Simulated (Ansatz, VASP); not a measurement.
KCl in VASP and in Ansatz

Contents of INCAR:

```
SYSTEM = KCl
ALGO = Normal
EDIFF = 1E-6
ENCUT = 500
GGA = PS
GGA_COMPAT = .False.
ISIF = 2
ISMEAR = 0
LASPH = .True.
LCHARG = .False.
LREAL = .False.
LWAVE = .False.
NBANDS = 15
NELM = 120
PREC = Accurate
SIGMA = 0.02
```

Contents of KPOINTS:

```
k-points
0
Gamma
  6 6 6
  0 0 0
```

POSCAR

```
KCl
1.0
    0.0000000000      3.1217966421      3.1217966421
    3.1217966421      0.0000000000      3.1217966421
    3.1217966421      3.1217966421      0.0000000000
K Cl
1 1
Direct
    0.0000000000      0.0000000000      0.0000000000
    0.5000000000      0.5000000000      0.5000000000
```

Input for Ansatz:

```yaml
crystal:
  lattice:
    - [0.0, 3.1217966421, 3.1217966421]
    - [3.1217966421, 0.0, 3.1217966421]
    - [3.1217966421, 3.1217966421, 0.0]
  atoms:
    - { symbol: K, position: [0.0, 0.0, 0.0] }
    - { symbol: Cl, position: [0.5, 0.5, 0.5] }
basis:
  ecutwfc: 600.0
kpoints:
  mp_grid: { grid: [6, 6, 6] }
hamiltonian:
  xc: pbesol
  pseudopotentials: { kind: paw, azcp: { folder: soft_1 } }
scf:
  occupations: { method: gaussian, width: 0.02 }
output:
  forces: true
  stress: true
  eigenvalues: true
```

Alike in both runs: task single point; functional PBEsol; k mesh 6 × 6 × 6; occupations gaussian, width 0.02 eV; no spin polarisation.

|  | VASP | Ansatz |
| --- | --- | --- |
| version | VASP 6.6.1 | Ansatz 0.2.0 |
| potentials or method | VASP PAW PBE potentials, release 64 (K_sv, Cl), cutoff 500 eV | scalar-relativistic, plane waves, PAW |
| valence electrons in the cell | 16 | 16 |

```csv
,VASP,Ansatz,Ansatz less VASP
gap on the k mesh at the Fermi level (eV),5.10,5.10,+0.005
least direct gap on the mesh (eV),5.10,5.10,+0.005
pressure (GPa),0.0,0.0,-0.03
```

VASP's potentials were made for PBE, not for PBEsol, and Ansatz warns of the same on its side. With one functional, cell and mesh, what is left measures potentials, basis and numerics.
